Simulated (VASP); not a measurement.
## Al: single point with PBE

The system is Al, a slab with vacuum.

```xyz
3
Lattice="3.0029 0.0000 0.0000 -1.5014 2.6006 0.0000 0.0000 0.0000 31.4681" Properties=species:S:1:pos:R:3 pbc="T T T"
Al    1.5014    0.8669   16.9175
Al    0.0000    1.7337   19.1467
Al    3.0029    0.0000   21.4334
```

```json
{"Program": "VASP 6.6.1", "Task": "single point", "Functional": "PBE", "Potentials or basis": "VASP PAW PBE potentials, release 64 (Al)", "Cutoff": "400 eV", "k mesh": "15 × 15 × 1", "Occupations": "methfessel-paxton, width 0.1 eV", "Spin": "no spin polarisation", "Dipole correction": "yes", "Further INCAR settings": "ALGO = Normal; EDIFF = 1e-06; NBANDS = 12; NELMDL = -8"}
```

```
Largest force : 0.224 eV/Å
```

Forces in eV/Å, atoms in the order of the input:
```
Al   0.000  0.000 -0.224
Al   0.000  0.000  0.161
Al   0.000  0.000  0.063
```

Levels at points of the mesh, in eV from the Fermi level:
```csv
k point,band 1,band 2,band 3,band 4,band 5,band 6,band 7,band 8,band 9
"(0.00, 0.00, 0.00)",-10.16,-8.37,-5.55,-2.56,1.03,3.26,3.97,4.29,4.39
```

It took 68 s on 1 thread of Intel(R) Xeon(R) Platinum 8488C (Sapphire Rapids), on a shared host, peak memory 0.28 GiB.
